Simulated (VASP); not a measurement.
# Sn2Te3Pt (R-3m) in VASP: notebook, part 2 of 2

VASP 6.6.1. Earlier steps stand in the parts before.

## Step 3: Single point, PBE

This run uses another cell than the first one, of 30.26 Å³/atom, 1.020 times its volume.

The input, INCAR:

```
SYSTEM = Sn2Te3Pt
PREC     = Accurate       ! precision mode
ENCUT    = 520            ! plane-wave cutoff, eV
EDIFF    = 1E-6           ! SCF threshold, eV
ISMEAR   = 0              ! smearing method
SIGMA    = 0.1            ! smearing width, eV
LREAL    = .False.        ! projectors in reciprocal space
LASPH    = .True.         ! aspherical terms in the spheres
NELM     = 60             ! most SCF steps
ALGO     = Normal         ! electronic algorithm
ISIF     = 2              ! what is computed and relaxed
LWAVE    = .False.        ! write WAVECAR
LCHARG   = .True.         ! write CHGCAR
GGA      = PE             ! functional
LELF     = .True.         ! ELF
LVHAR    = .True.       
NBANDS   = 37             ! bands
```

The input, KPOINTS:

```
regular mesh
0
Gamma
  3 3 3
  0 0 0
```

The input, POSCAR:

```
Sn2Te3Pt
1.0
    3.2179241800      1.8578693900      5.0613331700
   -3.2179241800      1.8578693900      5.0613331700
    0.0000000000     -3.7157387800      5.0613331700
Sn Te Pt
2 3 1
Direct
    0.6268090000      0.6268090000      0.6268090000
    0.3731910000      0.3731910000      0.3731910000
    0.0000000000      0.5000000000      0.0000000000
    0.5000000000      0.0000000000      0.0000000000
    0.0000000000      0.0000000000      0.5000000000
    0.0000000000      0.0000000000      0.0000000000
```

Potentials or basis: VASP PAW PBE potentials, release 64 (Sn_d, Te, Pt).

Launch:

```console
> cat potpaw_PBE.64/Sn_d/POTCAR potpaw_PBE.64/Te/POTCAR potpaw_PBE.64/Pt/POTCAR > POTCAR
> mpirun -np 1 vasp_std > vasp.out
```

OUTCAR:

```text
SYSTEM = Sn2Te3Pt
   PREC = Accurate
   ENCUT = 520
   EDIFF = 1E-6
   ISMEAR = 0
   LREAL = .False.
   LASPH = .True.
   NELM = 60
   ISIF = 2
   GGA = PE

 ion  position               nearest neighbor table
   1  0.627  0.627  0.627-   5 3.64   4 3.64   3 3.64
   2  0.373  0.373  0.373-   5 3.64   4 3.64   3 3.64
   3  0.000  0.500  0.000-   6 3.14   6 3.14   5 3.22   5 3.22   4 3.22   4 3.22   1 3.64   2 3.64

   4  0.500  0.000  0.000-   6 3.14   6 3.14   5 3.22   5 3.22   3 3.22   3 3.22   1 3.64   2 3.64

   5  0.000  0.000  0.500-   6 3.14   6 3.14   4 3.22   3 3.22   3 3.22   4 3.22   1 3.64   2 3.64

   6  0.000  0.000  0.000-   5 3.14   5 3.14   3 3.14   4 3.14   3 3.14   4 3.14

  LATTYP: Found a trigonal (rhomboedric) cell.
 ALAT       =     6.2788381215
 COS(alpha) =     0.4746810868

  Lattice vectors:

 A1 = (   3.2179241800,   1.8578693900,   5.0613331700)
 A2 = (  -3.2179241800,   1.8578693900,   5.0613331700)
 A3 = (   0.0000000000,  -3.7157387800,   5.0613331700)

Analysis of symmetry for initial positions (statically):
=====================================================================
 Subroutine PRICEL returns:
 Original cell was already a primitive cell.

 Routine SETGRP: Setting up the symmetry group for a
 trigonal (rhombohedral) supercell.

 Subroutine GETGRP returns: Found 12 space group operations
 (whereof 12 operations were pure point group operations)
 out of a pool of 12 trial point group operations.

The static configuration has the point symmetry D_3d.

Analysis of symmetry for dynamics (positions and initial velocities):
=====================================================================
 Subroutine PRICEL returns:
 Original cell was already a primitive cell.

[... 112 lines left out ...]
   EFERMI_NEDOS =   21; number of points for ismear=-14 and -15
   IALGO  =     38    algorithm
   IMIX   =      4    mixing-type and parameters
     AMIX     =   0.40;   BMIX     =  1.00
     AMIX_MAG =   1.60;   BMIX_MAG =  1.00
  volume/ion in A,a.u.               =      30.26       204.20
  Fermi-wavevector in a.u.,A,eV,Ry     =   1.106119  2.090261 16.646713  1.223499
  Thomas-Fermi vector in A             =   2.242615
   LORBIT       =      0    0 simple, 1 ext, 2 COOP (PROOUT), +10 PAW based schemes
   GGA     = PE    functional components
   LHFCALC =     F    Hartree Fock is set to
   AEXX    =    0.0000 exact exchange contribution
   IVDW    =     0    specifies the selected vdW correction
   LEPSILON=     F    determine dielectric tensor
   LRPA    =     F    only Hartree local field effects (RPA)
 non-spin polarized calculation
 Gauss-broadening in eV      SIGMA  =   0.10
  energy-cutoff  :      520.00
  volume of cell :      181.55
 maximum number of plane-waves:      4903
   NGX = 23   NGY = 23   NGZ = 23

 number of electron      56.0000002 magnetization

 Free energy of the ion-electron system (eV)
  ---------------------------------------------------
  ext. energy  EPLUGINS =         0.00000000
  ---------------------------------------------------
  free energy    TOTEN  =       -20.96714701 eV

  energy without entropy =      -20.94206785  energy(sigma->0) =      -20.95460743

 E-fermi :   6.6485     XC(G=0):  -9.7619

 val. band max:        6.6287788118   @ k =   0.3333   0.3333   0.0000
 cond. band min:       6.8065754666   @ k =  -0.3333   0.3333   0.3333
 fundamental gap:      0.1777966548
 Fermi energy:         6.6484816135

 k-point     1 :       0.0000    0.0000    0.0000
  band No.  band energies     occupation
      1     -15.4964      2.00000
      2     -15.4964      2.00000
      3     -15.4964      2.00000
      4     -15.4908      2.00000
      5     -15.4908      2.00000
      6     -15.4797      2.00000
[... 229 lines left out ...]
     36       9.2491      0.00000
     37      11.4831      0.00000

------------------------ aborting loop because EDIFF is reached ----------------------------------------

  FORCE on cell =-STRESS in cart. coord.  units (eV):
  Direction    XX          YY          ZZ          XY          YZ          ZX
  --------------------------------------------------------------------------------------
  -------------------------------------------------------------------------------------
  Total       -1.5890329     -1.5890329    -13.2196770      0.0000000      0.0000000      0.0000000
  in kB      -14.0228509    -14.0228508   -116.6606151      0.0000000      0.0000000      0.0000000
  external PRESSURE =     -48.2354389 kB  Pullay stress =       0.0000000 kB

 VOLUME and BASIS-vectors are now :
 -----------------------------------------------------------------------------
  energy-cutoff  :      520.00
  volume of cell :      181.55
      direct lattice vectors                 reciprocal lattice vectors
     3.217924180  1.857869390  5.061333170     0.155379671  0.089708495  0.065858801
    -3.217924180  1.857869390  5.061333170    -0.155379671  0.089708495  0.065858801
     0.000000000 -3.715738780  5.061333170     0.000000000 -0.179416990  0.065858801

 POSITION                                       TOTAL-FORCE (eV/Angst)
 -----------------------------------------------------------------------------------
      0.00000      0.00000      9.51747         0.000000     -0.000000     -0.149135
      0.00000      0.00000      5.66653         0.000000      0.000000      0.149135
     -1.60896      0.92893      2.53067        -0.000000      0.000000      0.000000
      1.60896      0.92893      2.53067        -0.000000      0.000000      0.000000
      0.00000     -1.85787      2.53067         0.000000      0.000000      0.000000
      0.00000      0.00000      0.00000         0.000000      0.000000      0.000000
 -----------------------------------------------------------------------------------
    total drift:                                0.000000      0.000000     -0.000000

  FREE ENERGIE OF THE ION-ELECTRON SYSTEM (eV)
  ---------------------------------------------------
  free  energy   TOTEN  =       -20.9671470062 eV

  energy  without entropy=      -20.9420678519  energy(sigma->0) =      -20.95460743
```

Wall time 57 s (1 thread of Intel Xeon Platinum 8488C (Sapphire Rapids), shared host); peak memory 0.33 GiB.

What came out:

* Free energy: -20.9671 eV
* Pressure: -4.8 GPa
* Largest force: 0.149 eV/Å
* Band gap on the k mesh: zero (band 28 reaches 7.46 eV, above the bottom of band 29 at 6.45 eV)

Forces in eV/Å, atoms in the order of the input:
```
Sn   0.000  0.000 -0.149
Sn   0.000  0.000  0.149
Te   0.000  0.000  0.000
Te   0.000  0.000  0.000
Te   0.000  0.000  0.000
Pt   0.000  0.000  0.000
```

Caveat: the k points lie up to 0.40 Å⁻¹ apart; spin-orbit coupling is left out, which moves the levels of the heavy elements.

## Step 4: Relaxation of cell and atoms, PBE

This run uses another cell than the first one, of 30.26 Å³/atom, 1.020 times its volume.

The input, INCAR:

```
SYSTEM = Sn2Te3Pt
PREC = Accurate
ENCUT = 600
EDIFF = 1E-7
ISMEAR = 0
SIGMA = 0.1
LREAL = .FALSE.
LASPH = .TRUE.
NELM = 60
ALGO = Normal
ISIF = 3
LWAVE = .FALSE.
LCHARG = .FALSE.
GGA = PE
IBRION = 2
NSW = 90
EDIFFG = -0.04
```

The input, KPOINTS:

```
regular mesh
0
G
  3 3 3
  0 0 0
```

POSCAR is that of step 3.

Potentials or basis: VASP PAW PBE potentials, release 64 (Sn_d, Te, Pt).

Launch:

```console
> cat potpaw_PBE.64/Sn_d/POTCAR potpaw_PBE.64/Te/POTCAR potpaw_PBE.64/Pt/POTCAR > POTCAR
> mpirun -np 1 vasp_std > vasp.out
```

OUTCAR:

```text
SYSTEM = Sn2Te3Pt
   PREC = Accurate
   ENCUT = 600
   EDIFF = 1E-7
   ISMEAR = 0
   LREAL = .FALSE.
   LASPH = .TRUE.
   NELM = 60
   ISIF = 3
   GGA = PE
   IBRION = 2
   NSW = 90
   EDIFFG = -0.04

 ion  position               nearest neighbor table
   1  0.627  0.627  0.627-   5 3.64   4 3.64   3 3.64
   2  0.373  0.373  0.373-   5 3.64   4 3.64   3 3.64
   3  0.000  0.500  0.000-   6 3.14   6 3.14   5 3.22   5 3.22   4 3.22   4 3.22   1 3.64   2 3.64

   4  0.500  0.000  0.000-   6 3.14   6 3.14   5 3.22   5 3.22   3 3.22   3 3.22   1 3.64   2 3.64

   5  0.000  0.000  0.500-   6 3.14   6 3.14   4 3.22   3 3.22   3 3.22   4 3.22   1 3.64   2 3.64

   6  0.000  0.000  0.000-   5 3.14   5 3.14   3 3.14   4 3.14   3 3.14   4 3.14

  LATTYP: Found a trigonal (rhomboedric) cell.
 ALAT       =     6.2788381215
 COS(alpha) =     0.4746810868

  Lattice vectors:

 A1 = (   3.2179241800,   1.8578693900,   5.0613331700)
 A2 = (  -3.2179241800,   1.8578693900,   5.0613331700)
 A3 = (   0.0000000000,  -3.7157387800,   5.0613331700)

Analysis of symmetry for initial positions (statically):
=====================================================================
 Subroutine PRICEL returns:
 Original cell was already a primitive cell.

 Routine SETGRP: Setting up the symmetry group for a
 trigonal (rhombohedral) supercell.

[... 167 lines left out ...]
  external PRESSURE =     -48.0803540 kB  Pullay stress =       0.0000000 kB
[... 101 lines left out ...]
  FREE ENERGIE OF THE ION-ELECTRON SYSTEM (eV)
  ---------------------------------------------------
  free  energy   TOTEN  =       -22.1190249284 eV

  energy  without entropy=      -22.0955314765  energy(sigma->0) =      -22.10727820

 E-fermi :   8.1314     XC(G=0): -10.3405

 val. band max:        8.0004103279   @ k =   0.3333   0.0000   0.0000
 cond. band min:       8.1580664099   @ k =   0.3333   0.3333   0.0000
 fundamental gap:      0.1576560820
 Fermi energy:         8.1314425674

 k-point     1 :       0.0000    0.0000    0.0000
  band No.  band energies     occupation
      1     -14.0013      2.00000
      2     -13.8364      2.00000
      3     -13.8364      2.00000
      4     -13.7716      2.00000
      5     -13.7716      2.00000
      6     -13.7478      2.00000
[... 205 lines left out ...]
     32      10.3564      0.00000
     33      11.5415      0.00000

[... ionic steps 4 to 12 ...]

--------------------------------------- Ionic step       13  -------------------------------------------

 number of electron      55.9999996 magnetization

------------------------ aborting loop because EDIFF is reached ----------------------------------------
[... 75 lines left out ...]
--------------------------------------- Ionic step       15  -------------------------------------------

 number of electron      55.9999996 magnetization

 Free energy of the ion-electron system (eV)
  ---------------------------------------------------
  ext. energy  EPLUGINS =         0.00000000
  ---------------------------------------------------
  free energy    TOTEN  =       -23.56730491 eV

  energy without entropy =      -23.55410025  energy(sigma->0) =      -23.56070258

 E-fermi :   6.6522     XC(G=0):  -9.7003

 val. band max:        6.2833729916   @ k =   0.0000   0.0000   0.0000
 cond. band min:       6.6751788468   @ k =   0.3333   0.3333   0.3333
 fundamental gap:      0.3918058552
 Fermi energy:         6.6522293685

 k-point     1 :       0.0000    0.0000    0.0000
  band No.  band energies     occupation
      1     -15.4130      2.00000
      2     -15.3736      2.00000
      3     -15.3736      2.00000
      4     -15.3641      2.00000
      5     -15.3641      2.00000
      6     -15.3520      2.00000
[... 238 lines left out ...]
  FREE ENERGIE OF THE ION-ELECTRON SYSTEM (eV)
  ---------------------------------------------------
  free  energy   TOTEN  =       -23.5673049070 eV

  energy  without entropy=      -23.5541002529  energy(sigma->0) =      -23.56070258

 reached required accuracy - stopping structural energy minimisation
```

CONTCAR:

```text
Sn2Te3Pt
   1.00000000000000
     3.7823497555518220    2.1837406471463088    3.5854976073252400
    -3.7823497555518220    2.1837406471463088    3.5854976073252400
    -0.0000000000000000   -4.3674812942926176    3.5854976073252400
  Sn              Te              Pt
     2     3     1
Direct
     0.6439785802030593    0.6439785802030593    0.6439785802030593
     0.3560214197969405    0.3560214197969405    0.3560214197969405
     1.0000000000000000    0.5000000000000000    1.0000000000000000
     0.5000000000000000    1.0000000000000000    1.0000000000000000
     1.0000000000000000    1.0000000000000000    0.5000000000000000
     1.0000000000000000    1.0000000000000000    1.0000000000000000

  0.00000000E+00  0.00000000E+00  0.00000000E+00
  0.00000000E+00  0.00000000E+00  0.00000000E+00
  0.00000000E+00  0.00000000E+00  0.00000000E+00
  0.00000000E+00  0.00000000E+00  0.00000000E+00
  0.00000000E+00  0.00000000E+00  0.00000000E+00
  0.00000000E+00  0.00000000E+00  0.00000000E+00
```

It took 19 min on 1 thread of Intel Xeon Platinum 8488C (Sapphire Rapids), shared host; peak memory 0.39 GiB.

What came out:

| Property | Result |
| --- | --- |
| Free energy | -23.5673 eV |
| Relaxed volume | 29.62 Å³/atom |
| Relaxed cell | a = 5.651 Å, b = 5.651 Å, c = 5.651 Å, α = 84.03°, β = 84.03°, γ = 84.03° |
| Space group after relaxing (to 0.05 Å) | R-3m (No. 166) |
| Energy gained by relaxing | 433.4 meV/atom |
| Ionic steps | 15 |
| Pressure after relaxing | 0.0 GPa |
| Band gap on the k mesh | zero (band 28 reaches 7.76 eV, above the bottom of band 29 at 6.03 eV) |

Forces in eV/Å, atoms in the order of the input:
```
Sn   0.000  0.000  0.003
Sn   0.000  0.000 -0.003
Te   0.000  0.000  0.000
Te   0.000  0.000  0.000
Te   0.000  0.000  0.000
Pt   0.000  0.000  0.000
```

The path:
```tsv
step	energy change (eV)	largest force (eV/Å)	pressure (GPa)	volume (Å³)
1	0.0000	0.1494	-4.81	181.55
2	-1.0703	0.0610	1.36	158.21
3	-1.1519	0.0475	4.15	152.47
4	-1.7947	0.3055	3.61	155.56
5	-1.9669	0.7604	4.66	156.58
6	-1.7434	2.8187	8.23	156.10
7	-2.0379	1.4424	6.09	156.80
8	-2.3834	1.2486	-2.63	183.05
9	-2.4222	1.2747	-0.92	175.83
10	-2.5486	0.5972	-0.39	175.49
11	-2.5933	0.0729	0.64	175.05
12	-2.5939	0.0155	0.53	175.09
13	-2.5983	0.0115	-0.21	177.91
14	-2.5984	0.0079	-0.12	177.55
15	-2.6001	0.0029	-0.05	177.69
```

Final structure:
```yaml
crystal:
  lattice:
    - [3.78235, 2.18374, 3.58550]
    - [-3.78235, 2.18374, 3.58550]
    - [0.00000, -4.36748, 3.58550]
  atoms:
    - { symbol: Sn, position: [0.64398, 0.64398, 0.64398] }
    - { symbol: Sn, position: [0.35602, 0.35602, 0.35602] }
    - { symbol: Te, position: [0.00000, 0.50000, 0.00000] }
    - { symbol: Te, position: [0.50000, 0.00000, 0.00000] }
    - { symbol: Te, position: [0.00000, 0.00000, 0.50000] }
    - { symbol: Pt, position: [0.00000, 0.00000, 0.00000] }
```

Caveat: the k points lie up to 0.37 Å⁻¹ apart in the final cell; spin-orbit coupling is left out, which moves the levels of the heavy elements.

## Step 5: The runs side by side

| task | cell | cutoff (eV) | gap on the mesh (eV) | pressure (GPa) | largest force (eV/Å) |
| --- | --- | --- | --- | --- | --- |
| single point | a = 5.652 Å, angles 84.2°, 6 atoms | 520 | none | -0.1 | 0.03 |
| single point | a = 6.279 Å, angles 61.7°, 6 atoms | 520 | none | -4.8 | 0.15 |
| relaxation of cell and atoms | relaxed from a = 6.279 Å, angles 61.7°, 6 atoms | 600 | none | 0.0 | - |

Alike in all rows: level PBE; potentials or basis VASP PAW PBE potentials, release 64 (Sn_d, Te, Pt); no spin polarisation; k mesh 3 × 3 × 3; smearing gaussian 0.1 eV.

Caveats: all runs use coarse meshes; spin-orbit coupling is left out, which moves the levels of the heavy elements.

Absolute energies hang on the potentials; compare differences alone.
